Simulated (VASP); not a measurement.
# Al2O3 (R-3c) in VASP: further runs

Al2O3 is run at these levels: PBE; tasks: single point.

Everything below comes from runs of VASP 6.6.1. Logs are shortened: lines on timing, memory, paths and dates and some standing lists are left out, and cuts for length are marked.

## 1. The cell of the first run

It takes space group R-3c (No. 167, trigonal). The conventional cell has a = 4.759 Å, b = 4.759 Å, c = 12.995 Å, α = 90.00°, β = 90.00°, γ = 120.00°. Al (site symmetry 3) has 6 O at 1.86 to 1.97 Å within 2.5 Å. O (site symmetry 2) has 4 Al at 1.86 to 1.97 Å within 2.5 Å.

## 2. Single point, PBE

Input file INCAR:

```
SYSTEM = Al2O3
ALGO = Normal
EDIFF = 1E-6
ENCUT = 520
GGA = PE
ISIF = 2
ISMEAR = -1
LASPH = .True.
LCHARG = .True.
LELF = .True.
LREAL = .False.
LVHAR = .True.
LWAVE = .False.
NBANDS = 35
NELM = 80
PREC = Accurate
SIGMA = 0.02
```

Input file KPOINTS:

```
k-points
0
Gamma
  6 6 6
  0 0 0
```

Input file POSCAR:

```
Al2O3
1.0
    2.3793614130      1.3737249523      4.3315939886
   -2.3793614130      1.3737249523      4.3315939886
    0.0000000000     -2.7474499046      4.3315939886
Al O
4 6
Direct
    0.8519115234      0.8519115234      0.8519115234
    0.3519115234      0.3519115234      0.3519115234
    0.1480884766      0.1480884766      0.1480884766
    0.6480884766      0.6480884766      0.6480884766
    0.4436339008      0.0563660992      0.7500000000
    0.0563660992      0.7500000000      0.4436339008
    0.5563660992      0.9436339008      0.2500000000
    0.2500000000      0.5563660992      0.9436339008
    0.9436339008      0.2500000000      0.5563660992
    0.7500000000      0.4436339008      0.0563660992
```

Potentials or basis: VASP PAW PBE potentials, release 64 (Al, O).

Run with:

```sh
$ cat potpaw_PBE.64/Al/POTCAR potpaw_PBE.64/O/POTCAR > POTCAR
$ mpirun -np 1 vasp_std > vasp.out
```

OUTCAR:

```text
SYSTEM = Al2O3
   EDIFF = 1E-6
   ENCUT = 520
   GGA = PE
   ISIF = 2
   ISMEAR = -1
   LASPH = .True.
   LREAL = .False.
   NELM = 80
   PREC = Accurate

 ion  position               nearest neighbor table
   1  0.852  0.852  0.852-   8 1.86   7 1.86   9 1.86   5 1.97   6 1.97  10 1.97   4 2.65   3 2.79
                             3 2.79   3 2.79   4 3.22   4 3.22   4 3.22
   2  0.352  0.352  0.352-   6 1.86   5 1.86  10 1.86   7 1.97   9 1.97   8 1.97   3 2.65   4 2.79
                             4 2.79   4 2.79   3 3.22   3 3.22   3 3.22
   3  0.148  0.148  0.148-  10 1.86   5 1.86   6 1.86   7 1.97   9 1.97   8 1.97   2 2.65   1 2.79
                             1 2.79   1 2.79   2 3.22   2 3.22   2 3.22
   4  0.648  0.648  0.648-   9 1.86   7 1.86   8 1.86   5 1.97   6 1.97  10 1.97   1 2.65   2 2.79
                             2 2.79   2 2.79   1 3.22   1 3.22   1 3.22
   5  0.444  0.056  0.750-   2 1.86   3 1.86   1 1.97   4 1.97
   6  0.056  0.750  0.444-   2 1.86   3 1.86   1 1.97   4 1.97
   7  0.556  0.944  0.250-   1 1.86   4 1.86   3 1.97   2 1.97
   8  0.250  0.556  0.944-   1 1.86   4 1.86   3 1.97   2 1.97
   9  0.944  0.250  0.556-   4 1.86   1 1.86   3 1.97   2 1.97
  10  0.750  0.444  0.056-   3 1.86   2 1.86   1 1.97   4 1.97

  LATTYP: Found a trigonal (rhomboedric) cell.
 ALAT       =     5.1294431920
 COS(alpha) =     0.5696613281

  Lattice vectors:

 A1 = (   2.3793614130,   1.3737249523,   4.3315939886)
 A2 = (  -2.3793614130,   1.3737249523,   4.3315939886)
 A3 = (   0.0000000000,  -2.7474499046,   4.3315939886)

Analysis of symmetry for initial positions (statically):
=====================================================================
 Subroutine PRICEL returns:
 Original cell was already a primitive cell.

 Routine SETGRP: Setting up the symmetry group for a
 trigonal (rhombohedral) supercell.

 Subroutine GETGRP returns: Found 12 space group operations
 (whereof  6 operations were pure point group operations)
 out of a pool of 12 trial point group operations.

The static configuration has the point symmetry S_6 .
 The point group associated with its full space group is D_3d.

Analysis of symmetry for dynamics (positions and initial velocities):
=====================================================================
 Subroutine PRICEL returns:
 Original cell was already a primitive cell.

 Routine SETGRP: Setting up the symmetry group for a
 trigonal (rhombohedral) supercell.

 Subroutine GETGRP returns: Found 12 space group operations
 (whereof  6 operations were pure point group operations)
 out of a pool of 12 trial point group operations.

The dynamic configuration has the point symmetry S_6 .
 The point group associated with its full space group is D_3d.

 Subroutine INISYM returns: Found 12 space group operations
 (whereof  6 operations are pure point group operations),
 and found     1 'primitive' translations

----------------------------------------------------------------------------------------

                                     Primitive cell

  volume of cell :      84.9492

  direct lattice vectors                    reciprocal lattice vectors
     2.379361413  1.373724952  4.331593989     0.210140417  0.121324626  0.076953965
    -2.379361413  1.373724952  4.331593989    -0.210140417  0.121324626  0.076953965
     0.000000000 -2.747449905  4.331593989     0.000000000 -0.242649253  0.076953965

  length of vectors
     5.129443192  5.129443192  5.129443192     0.254559566  0.254559566  0.254559566

  position of ions in fractional coordinates (direct lattice)
     0.851911523  0.851911523  0.851911523
     0.351911523  0.351911523  0.351911523
     0.148088477  0.148088477  0.148088477
     0.648088477  0.648088477  0.648088477
     0.443633901  0.056366099  0.750000000
     0.056366099  0.750000000  0.443633901
     0.556366099  0.943633901  0.250000000
     0.250000000  0.556366099  0.943633901
     0.943633901  0.250000000  0.556366099
     0.750000000  0.443633901  0.056366099

  ion indices of the primitive-cell ions
   primitive index   ion index
                 1           1
                 2           2
                 3           3
                 4           4
                 5           5
                 6           6
                 7           7
                 8           8
                 9           9
                10          10

----------------------------------------------------------------------------------------

 KPOINTS: k-points

Automatic generation of k-mesh.
 Grid dimensions read from file:
 generate k-points for:    6    6    6

 Generating k-lattice:

  Cartesian coordinates                     Fractional coordinates (reciprocal lattice)
     0.035023403  0.020220771  0.012825661     0.166666667  0.000000000  0.000000000
    -0.035023403  0.020220771  0.012825661     0.000000000  0.166666667  0.000000000
     0.000000000 -0.040441542  0.012825661     0.000000000  0.000000000  0.166666667

  Length of vectors
     0.042426594  0.042426594  0.042426594

  Shift w.r.t. Gamma in fractional coordinates (k-lattice)
     0.000000000  0.000000000  0.000000000

 Subroutine IBZKPT returns following result:
 ===========================================

 Found     32 irreducible k-points:

 Following reciprocal coordinates:
            Coordinates               Weight
  0.000000  0.000000  0.000000      1.000000
  0.166667  0.000000 -0.000000      6.000000
  0.333333  0.000000  0.000000      6.000000
  0.500000 -0.000000 -0.000000      3.000000
  0.166667  0.166667 -0.000000      6.000000
  0.333333  0.166667  0.000000     12.000000
[... 16 lines left out ...]
  0.500000  0.500000  0.166667      6.000000
 -0.333333  0.500000  0.166667     12.000000
 [... further k-points ...]
   k-points           NKPTS =     32   k-points in BZ     NKDIM =     32   number of bands    NBANDS=     35
   number of dos      NEDOS =    301   number of ions     NIONS =     10
   total plane-waves  NPLWV =  64000
   dimension x,y,z NGX =    40 NGY =   40 NGZ =   40
   dimension x,y,z NGXF=    80 NGYF=   80 NGZF=   80
   ions per type =               4   6
   NGX,Y,Z   is equivalent  to a cutoff of  12.96, 12.96, 12.96 a.u.
   NGXF,Y,Z  is equivalent  to a cutoff of  25.93, 25.93, 25.93 a.u.
 SYSTEM =  Al2O3
   PREC   = accura    normal or accurate (medium, high low for compatibility)
   ISTART =      0    job   : 0-new  1-cont  2-samecut
   ICHARG =      2    charge: 1-file 2-atom 10-const
   ISPIN  =      1    spin polarized calculation?
   LNONCOLLINEAR =      F non collinear calculations
   LSORBIT =      F    spin-orbit coupling
   LASPH  =      T    aspherical Exc in radial PAW
   ENCUT  =  520.0 eV  38.22 Ry    6.18 a.u.   9.54  9.54  9.54*2*pi/ulx,y,z
   NELM   =     80;   NELMIN=  2; NELMDL= -5     # of ELM steps
   EDIFF  = 0.1E-05   stopping-criterion for ELM
   LREAL  =      F    real-space projection
   EDIFFG = 0.1E-04   stopping-criterion for IOM
   NSW    =      0    number of steps for IOM
   IBRION =     -1    ionic relax: 0-MD 1-quasi-New 2-CG
   NFREE  =      0    steps in history (QN), initial steepest desc. (CG)
   ISIF   =      2    stress and relaxation
   ISYM   =      2    0-nonsym 1-usesym 2-fastsym
   POTIM  = 0.5000    time-step for ionic-motion
   TEBEG  =    0.0;   TEEND  =   0.0 temperature during run
   PSTRESS=    0.0 pullay stress
   NELECT =      48.0000    total number of electrons
   NUPDOWN=      -1.0000    fix difference up-down
   EMIN   =  10.00;   EMAX   =-10.00  energy-range for DOS
   EFERMI =   0.00;   METHOD = LEGACY
   ISMEAR =    -1;   SIGMA  =   0.02  broadening in eV -4-tet -1-fermi 0-gaus
   EFERMI_NEDOS =   21; number of points for ismear=-14 and -15
   IALGO  =     38    algorithm
   IMIX   =      4    mixing-type and parameters
     AMIX     =   0.40;   BMIX     =  1.00
     AMIX_MAG =   1.60;   BMIX_MAG =  1.00
  volume/ion in A,a.u.               =       8.49        57.33
  Fermi-wavevector in a.u.,A,eV,Ry     =   1.353429  2.557610 24.922749  1.831770
  Thomas-Fermi vector in A             =   2.480685
   LORBIT       =      0    0 simple, 1 ext, 2 COOP (PROOUT), +10 PAW based schemes
   GGA     = PE    functional components
   LHFCALC =     F    Hartree Fock is set to
   AEXX    =    0.0000 exact exchange contribution
   IVDW    =     0    specifies the selected vdW correction
   LEPSILON=     F    determine dielectric tensor
   LRPA    =     F    only Hartree local field effects (RPA)
 non-spin polarized calculation
  energy-cutoff  :      520.00
  volume of cell :       84.95
 maximum number of plane-waves:      2308
 NGX is ok and might be reduce to    40
   NGX = 19   NGY = 19   NGZ = 19

 number of electron      48.0000013 magnetization

 Free energy of the ion-electron system (eV)
  ---------------------------------------------------
  ext. energy  EPLUGINS =         0.00000000
  ---------------------------------------------------
  free energy    TOTEN  =       -74.74903122 eV

  energy without entropy =      -74.74903122  energy(sigma->0) =      -74.74903122

 E-fermi :   6.5878     XC(G=0): -11.6887

 val. band max:        6.1403992109   @ k =   0.0000   0.0000   0.0000
 cond. band min:      12.3797804706   @ k =   0.0000   0.0000   0.0000
 fundamental gap:      6.2393812597
 Fermi energy:         6.5877592244

 k-point     1 :       0.0000    0.0000    0.0000
  band No.  band energies     occupation
      1     -13.1052      2.00000
      2     -10.7701      2.00000
      3     -10.4862      2.00000
      4     -10.4862      2.00000
      5     -10.1683      2.00000
      6     -10.1683      2.00000
[... 27 lines left out ...]
     34      19.7426      0.00000
     35      20.8025      0.00000

 k-point     2 :       0.1667    0.0000   -0.0000
  band No.  band energies     occupation
      1     -12.9615      2.00000
      2     -10.8428      2.00000
      3     -10.5693      2.00000
      4     -10.5143      2.00000
      5     -10.2367      2.00000
      6     -10.1787      2.00000
[... 27 lines left out ...]
     34      19.1428      0.00000
     35      20.5092      0.00000
[... 796 lines left out ...]
     34      19.5686      0.00000
     35      19.8837      0.00000

 k-point    24 :      -0.3333    0.5000    0.1667
  band No.  band energies     occupation
      1     -11.7974      2.00000
      2     -11.4221      2.00000
      3     -11.1697      2.00000
      4     -10.9470      2.00000
      5     -10.3570      2.00000
      6     -10.1478      2.00000
[... 27 lines left out ...]
     34      19.5806      0.00000
     35      19.7261      0.00000

 [... further k-points ...]
[... 5 lines left out ...]
  --------------------------------------------------------------------------------------
  -------------------------------------------------------------------------------------
  Total        4.0349244      4.0349244      3.7383545      0.0000000     -0.0000000      0.0000000
  in kB       76.1003742     76.1003742     70.5069402      0.0000000     -0.0000000      0.0000000
  external PRESSURE =      74.2358962 kB  Pullay stress =       0.0000000 kB

 VOLUME and BASIS-vectors are now :
 -----------------------------------------------------------------------------
  energy-cutoff  :      520.00
  volume of cell :       84.95
      direct lattice vectors                 reciprocal lattice vectors
     2.379361413  1.373724952  4.331593989     0.210140417  0.121324626  0.076953965
    -2.379361413  1.373724952  4.331593989    -0.210140417  0.121324626  0.076953965
     0.000000000 -2.747449905  4.331593989     0.000000000 -0.242649253  0.076953965

 POSITION                                       TOTAL-FORCE (eV/Angst)
 -----------------------------------------------------------------------------------
      0.00000      0.00000     11.07040         0.000000     -0.000000      0.034195
      0.00000      0.00000      4.57301         0.000000     -0.000000      0.034195
      0.00000      0.00000      1.92438         0.000000     -0.000000     -0.034195
      0.00000      0.00000      8.42177         0.000000     -0.000000     -0.034195
      0.92145     -1.37372      5.41449        -0.020230     -0.000000      0.000000
     -1.65041     -0.11114      5.41449         0.010115      0.017519      0.000000
     -0.92145      1.37372      7.58029         0.020230     -0.000000      0.000000
     -0.72896     -1.48486      7.58029        -0.010115      0.017519      0.000000
      1.65041      0.11114      7.58029        -0.010115     -0.017519      0.000000
      0.72896      1.48486      5.41449         0.010115     -0.017519      0.000000
 -----------------------------------------------------------------------------------
    total drift:                                0.000000     -0.000000     -0.000000

  FREE ENERGIE OF THE ION-ELECTRON SYSTEM (eV)
  ---------------------------------------------------
  free  energy   TOTEN  =       -74.7490312239 eV

  energy  without entropy=      -74.7490312239  energy(sigma->0) =      -74.74903122
```

It took 58 s on 1 thread of Intel Xeon 6975P-C (Granite Rapids), shared host; peak memory 0.25 GiB.

Results:

```yaml
Free_energy: -74.7490 eV
Pressure: 7.4 GPa
Largest_force: 0.034 eV/Å
Band_gap_on_the_k_mesh: 6.24 eV, direct
```

Forces in eV/Å, atoms in the order of the input:
```
Al   0.000  0.000  0.034
Al   0.000  0.000  0.034
Al   0.000  0.000 -0.034
Al   0.000  0.000 -0.034
O   -0.020  0.000  0.000
O    0.010  0.018  0.000
O    0.020  0.000  0.000
O   -0.010  0.018  0.000
O   -0.010 -0.018  0.000
O    0.010 -0.018  0.000
```

Stress tensor (GPa, compression positive):
```
7.61 0.00 0.00
0.00 7.61 0.00
0.00 0.00 7.05
```

A k mesh can miss the band edges. PBE gaps usually lie below the measured ones, often by a third to a half.

## 3. Single point, PBE

This run uses another cell than the first one, of 8.76 Å³/atom, 1.031 times its volume.

Input file INCAR:

```
SYSTEM = Al2O3
PREC     = Accurate       ! precision mode
ENCUT    = 520            ! plane-wave cutoff, eV
EDIFF    = 1E-6           ! SCF threshold, eV
ISMEAR   = -1             ! smearing method
SIGMA    = 0.02           ! smearing width, eV
LREAL    = .FALSE.        ! projectors in reciprocal space
LASPH    = .TRUE.         ! aspherical terms in the spheres
NELM     = 100            ! most SCF steps
ALGO     = Normal         ! electronic algorithm
ISIF     = 2              ! what is computed and relaxed
LWAVE    = .FALSE.        ! write WAVECAR
LCHARG   = .TRUE.         ! write CHGCAR
GGA      = PE             ! functional
LELF     = .TRUE.         ! ELF
LVHAR    = .TRUE.       
NBANDS   = 35             ! bands
```

Input file KPOINTS:

```
regular mesh
0
G
  6 6 6
  0 0 0
```

Input file POSCAR:

```
Al2O3
1.0
    2.4042841276      1.3881140883      4.3745308136
   -2.4042841276      1.3881140883      4.3745308136
    0.0000000000     -2.7762281765      4.3745308136
Al O
4 6
Direct
    0.8521488403      0.8521488403      0.8521488403
    0.3521488403      0.3521488403      0.3521488403
    0.1478511597      0.1478511597      0.1478511597
    0.6478511597      0.6478511597      0.6478511597
    0.4438250150      0.0561749850      0.7500000000
    0.0561749850      0.7500000000      0.4438250150
    0.5561749850      0.9438250150      0.2500000000
    0.2500000000      0.5561749850      0.9438250150
    0.9438250150      0.2500000000      0.5561749850
    0.7500000000      0.4438250150      0.0561749850
```

Potentials or basis: VASP PAW PBE potentials, release 64 (Al, O).

Run with:

```sh
$ cat potpaw_PBE.64/Al/POTCAR potpaw_PBE.64/O/POTCAR > POTCAR
$ mpirun -np 1 vasp_std > vasp.out
```

Wall time 54 s (1 thread of Intel Xeon 6975P-C (Granite Rapids), shared host); peak memory 0.26 GiB.

The run converged. Its results:

* Free energy: -74.8122 eV
* Pressure: -0.1 GPa
* Largest force: 0.003 eV/Å
* Band gap on the k mesh: 5.85 eV, direct

Forces on the atoms (eV/Å):
```
Al   0.000  0.000  0.003
Al   0.000  0.000  0.003
Al   0.000  0.000 -0.003
Al   0.000  0.000 -0.003
O    0.000  0.000  0.000
O    0.000  0.000  0.000
O    0.000  0.000  0.000
O    0.000  0.000  0.000
O    0.000  0.000  0.000
O    0.000  0.000  0.000
```

Levels at points of the mesh, in eV from the valence-band top:
| k point | band 20 | band 21 | band 22 | band 23 | band 24 | band 25 | band 26 | band 27 | band 28 | band 29 |
| --- | --- | --- | --- | --- | --- | --- | --- | --- | --- | --- |
| (0.00, 0.00, 0.00) | -0.46 | -0.46 | -0.03 | -0.03 | 0.00 | 5.85 | 8.90 | 10.36 | 11.27 | 11.27 |
| (0.50, 0.00, 0.00) | -1.28 | -0.86 | -0.86 | -0.25 | -0.25 | 9.13 | 9.13 | 9.35 | 9.35 | 11.60 |
| (0.50, 0.50, 0.00) | -1.25 | -0.97 | -0.87 | -0.70 | -0.23 | 9.35 | 9.49 | 9.61 | 10.14 | 10.90 |
| (0.50, 0.50, 0.50) | -1.92 | -0.35 | -0.35 | -0.35 | -0.35 | 8.35 | 8.35 | 10.84 | 10.84 | 12.08 |

As with any semilocal functional, this PBE gap is likely too small.
